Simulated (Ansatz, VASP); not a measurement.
**One calculation of BN, two programs**

```
B N
1.0
     4.38950    0.00000    0.00000
     0.00000    4.38950    0.00000
     0.00000    0.00000    2.39620
B N
4 4
Direct
  0.17428 0.82572 0.50000
  0.32572 0.32572 0.00000
  0.67428 0.67428 0.00000
  0.82572 0.17428 0.50000
  0.81261 0.81261 0.50000
  0.31261 0.68739 0.00000
  0.68739 0.31261 0.00000
  0.18739 0.18739 0.50000
```

Alike in both runs: task single point; functional PBE; k mesh 6 × 6 × 10; occupations gaussian, width 0.05 eV; no spin polarisation.

|  | VASP | Ansatz |
| --- | --- | --- |
| version | VASP 6.6.1 | Ansatz 0.2.0 |
| potentials or method | VASP PAW PBE potentials, release 64 (B, N), cutoff 520 eV | scalar-relativistic, plane waves, PAW |
| valence electrons in the cell | 32 | 32 |

|  | VASP | Ansatz | Ansatz less VASP |
| --- | --- | --- | --- |
| gap on the k mesh at the Fermi level (eV) | 4.76 | 4.77 | +0.014 |
| least direct gap on the mesh (eV) | 6.08 | 6.10 | +0.016 |
| rms of the force components (eV/Å) | 0.281 | 0.275 | -0.0068 |

Atom by atom the forces differ by 0.007 eV/Å (rms over components).
